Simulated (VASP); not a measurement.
Write the native input for VASP 6.6.1 that does the following.

```yaml
Task: density of states
Functional: PBE
Potentials_or_basis: VASP PAW PBE potentials, release 64 (Co, Si)
Cutoff: 520 eV
k_mesh: 8 × 8 × 8
Occupations: gaussian, width 0.1 eV
Spin: no spin polarisation
Dipole_correction: no
k_mesh_for_the_DOS: 12 × 12 × 12
Occupations_for_the_DOS: tetrahedron
Further_INCAR_settings: ALGO = Normal; EDIFF = 1e-06; NBANDS = 36
```

The system is CoSi.

```xyz
8
Lattice="4.4308 0.0000 0.0000 0.0000 4.4308 0.0000 0.0000 0.0000 4.4308" Properties=species:S:1:pos:R:3 pbc="T T T"
Co    0.6426    0.6426    0.6426
Co    1.5729    3.7883    2.8580
Co    2.8580    1.5729    3.7883
Co    3.7883    2.8580    1.5729
Si    3.7359    3.7359    3.7359
Si    2.9104    0.6949    1.5205
Si    1.5205    2.9104    0.6949
Si    0.6949    1.5205    2.9104
```

One way to write it, as run:

POSCAR

```
CoSi
1.0
    4.4308490700      0.0000000000      0.0000000000
    0.0000000000      4.4308490700      0.0000000000
    0.0000000000      0.0000000000      4.4308490700
Co Si
4 4
Direct
    0.1450189116      0.1450189116      0.1450189116
    0.3549810884      0.8549810884      0.6450189116
    0.6450189116      0.3549810884      0.8549810884
    0.8549810884      0.6450189116      0.3549810884
    0.8431597104      0.8431597104      0.8431597104
    0.6568402896      0.1568402896      0.3431597104
    0.3431597104      0.6568402896      0.1568402896
    0.1568402896      0.3431597104      0.6568402896
```

INCAR.step1

```
SYSTEM = CoSi
PREC = Accurate ; ENCUT = 520
EDIFF = 1E-6 ; ISMEAR = 0
SIGMA = 0.1 ; LREAL = .FALSE.
LASPH = .TRUE. ; NELM = 60
ALGO = Normal ; ISIF = 2
LWAVE = .FALSE. ; LCHARG = .TRUE.
LMAXMIX = 4 ; GGA = PE
NBANDS = 36
```

KPOINTS.step1

```
Automatic mesh
0
G
  8 8 8
  0 0 0
```

INCAR.step2

```
SYSTEM = CoSi
PREC = Accurate ; ENCUT = 520
EDIFF = 1E-6 ; ISMEAR = -5
SIGMA = 0.1 ; LREAL = .FALSE.
LASPH = .TRUE. ; NELM = 60
ALGO = Normal ; ISIF = 2
LWAVE = .FALSE. ; LCHARG = .FALSE.
LMAXMIX = 4 ; GGA = PE
LORBIT = 10 ; NBANDS = 36
NEDOS = 1001 ; ICHARG = 11
```

KPOINTS.step2

```
Automatic mesh
0
G
  12 12 12
  0 0 0
```

Potentials or basis: VASP PAW PBE potentials, release 64 (Co, Si).

Run with:

```sh
$ cat potpaw_PBE.64/Co/POTCAR potpaw_PBE.64/Si/POTCAR > POTCAR
$ cp INCAR.step1 INCAR
$ cp KPOINTS.step1 KPOINTS
$ mpirun -np 1 vasp_std > vasp.out
$ cp INCAR.step2 INCAR
$ cp KPOINTS.step2 KPOINTS
$ mpirun -np 1 vasp_std > vasp.out
```

It gave:

```
Valence electrons inside the program's atomic spheres : Co 8.62; Si 1.61
```

It took 4.3 min on 1 thread of Intel(R) Xeon(R) Platinum 8559C (Emerald Rapids), on a shared host, peak memory 0.4 GiB.
